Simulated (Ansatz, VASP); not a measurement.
# One calculation of PbS, two programs

INCAR

```
ALGO     = Normal         # electronic algorithm
EDIFF    = 1E-6           # SCF threshold, eV
ENCUT    = 520            # plane-wave cutoff, eV
GGA      = PE             # functional
ISIF     = 2              # what is computed and relaxed
ISMEAR   = -1             # smearing method
LASPH    = True           # aspherical terms in the spheres
LCHARG   = True           # write CHGCAR
LELF     = True           # ELF
LREAL    = False          # projectors in reciprocal space
LVHAR    = True         
LWAVE    = False          # write WAVECAR
NBANDS   = 28             # bands
NELM     = 60             # most SCF steps
PREC     = Accurate       # precision mode
SIGMA    = 0.05           # smearing width, eV
```

KPOINTS

```
k-points
0
Gamma
  7 7 6
```

The input POSCAR:

```
PbS
1.0
    2.1207464379     -6.1088031065      0.0000000000
    2.1207464379      6.1088031065      0.0000000000
    0.0000000000      0.0000000000      4.3632505017
Pb S
2 2
Direct
    0.1305633500      0.8694366500      0.2500000000
    0.8694366500      0.1305633500      0.7500000000
    0.3547970900      0.6452029100      0.2500000000
    0.6452029100      0.3547970900      0.7500000000
```

File input.yaml:

```yaml
crystal:
  lattice:
    - [2.1207464379, -6.1088031065, 0.0]
    - [2.1207464379, 6.1088031065, 0.0]
    - [0.0, 0.0, 4.3632505017]
  atoms:
    - { symbol: Pb, position: [0.13056335, 0.86943665, 0.25] }
    - { symbol: Pb, position: [0.86943665, 0.13056335, 0.75] }
    - { symbol: S, position: [0.35479709, 0.64520291, 0.25] }
    - { symbol: S, position: [0.64520291, 0.35479709, 0.75] }
hamiltonian:
  xc: pbe
  pseudopotentials: { kind: paw, source: jth }
kpoints:
  mp_grid: { grid: [7, 7, 6] }
scf:
  occupations: { method: fermi_dirac, width: 0.05 }
output:
  forces: true
  stress: true
  eigenvalues: true
```

Alike in both runs: task single point; functional PBE; k mesh 7 × 7 × 6; occupations fermi-dirac, width 0.05 eV; no spin polarisation.

|  | VASP | Ansatz |
| --- | --- | --- |
| version | VASP 6.6.1 | Ansatz 0.2.0 |
| potentials or method | VASP PAW PBE potentials, release 64 (Pb_d, S) | JTH PAW |
| plane-wave cutoff (eV) | 520 | 1800 |
| valence electrons in the cell | 40 | 40 |

Ansatz gave:

- gap on the k mesh at the Fermi level (eV): 1.33
- least direct gap on the mesh (eV): 1.41
- pressure (GPa): -1.7
- traceless stress, the component that is largest in VASP (GPa): 0.34
- rms of the force components (eV/Å): 0.110

Q: Estimate VASP's values.

A: gap on the k mesh at the Fermi level (eV): 1.34; least direct gap on the mesh (eV): 1.42; pressure (GPa): -1.8; traceless stress, the component that is largest in VASP (GPa): 0.32; rms of the force components (eV/Å): 0.116.

Atom by atom the forces differ by 0.006 eV/Å (rms over components). With one functional, cell and mesh, what is left measures potentials, basis and numerics.

Neither program's run includes spin-orbit coupling. Noted on Ansatz's run: odd divisions of the mesh miss points on the zone boundary, where band edges often lie, so the gap on the mesh can be too wide.
